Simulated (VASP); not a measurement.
A run of VASP 6.6.1:

Contents of INCAR:

```
PREC = Accurate ; ENCUT = 400
EDIFF = 1E-6 ; ISMEAR = 0
SIGMA = 0.05 ; LREAL = False
LASPH = True ; NELM = 120
ALGO = Normal ; ISIF = 2
LWAVE = False ; LCHARG = False
GGA = PE ; NBANDS = 42
GGA_COMPAT = False ; NELMDL = -8
```

KPOINTS

```
regular mesh
0
Gamma
  1 1 1
```

File POSCAR:

```
Al18H
1.0
   12.1500000000      0.0000000000      0.0000000000
    0.0000000000      5.7275650000      0.0000000000
    0.0000000000      0.0000000000     14.8637820000
Al H
18 1
Direct
    0.0000000000      0.0000000000      0.0672776283
    0.3333333333      0.0000000000      0.0672776283
    0.6666666667      0.0000000000      0.0672776283
    0.0000000000      0.5000000873      0.0672776283
    0.3333333333      0.5000000873      0.0672776283
    0.6666666667      0.5000000873      0.0672776283
    0.2250720165      0.2500264947      0.1957558312
    0.4989518519      0.2525570640      0.1294662422
    0.8324887243      0.2513951391      0.1056609280
    0.2247307819      0.7514526679      0.1953783364
    0.4987786008      0.7451327047      0.1284652183
    0.8324981070      0.7489901904      0.1054944832
    0.0543550617      0.0014632745      0.2405320530
    0.3911787654     -0.0001794829      0.2596346609
    0.6168627984     -0.0056655839      0.2449747312
    0.0558978601      0.5010933966      0.2415928194
    0.3946308642      0.5008252198      0.2623454784
    0.6306405761      0.4959968154      0.2550190120
    0.7118742387      0.9980904625      0.3185689214
```

Potentials or basis: VASP PAW PBE potentials, release 64 (Al, H).

Command:

```console
$ cat potpaw_PBE.64/Al/POTCAR potpaw_PBE.64/H/POTCAR > POTCAR
$ mpirun -np 1 vasp_gam > vasp.out
```

Hardware: 1 thread of Intel Xeon 8259CL (shared host).

Q: Estimate the wall time of this run.

A: Run time: 2.6 min on 1 thread of Intel Xeon 8259CL, with other jobs on the host, peak memory 0.63 GiB. Counts: scf iterations 25, k points 1.
